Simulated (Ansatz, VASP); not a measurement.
# C in VASP and in Ansatz

```xyz
2
Lattice="0.0000 1.7857 1.7857 1.7857 0.0000 1.7857 1.7857 1.7857 0.0000" Properties=species:S:1:pos:R:3 pbc="T T T"
C     0.0000    0.0000    0.0000
C     0.8929    0.8929    0.8929
```

Alike in both runs: task single point; functional r2SCAN; k mesh 12 × 12 × 12; occupations gaussian, width 0.02 eV; no spin polarisation.

|  | VASP | Ansatz |
| --- | --- | --- |
| version | VASP 6.6.1 | Ansatz 0.2.0 |
| potentials or method | VASP PAW PBE potentials, release 64 (C), cutoff 660 eV | scalar-relativistic, plane waves, PAW |
| valence electrons in the cell | 8 | 8 |

|  | VASP | Ansatz | Ansatz less VASP |
| --- | --- | --- | --- |
| gap on the k mesh at the Fermi level (eV) | 4.33 | 4.36 | +0.028 |
| least direct gap on the mesh (eV) | 5.82 | 5.87 | +0.044 |

VASP's potentials were made for PBE, not for r2SCAN.
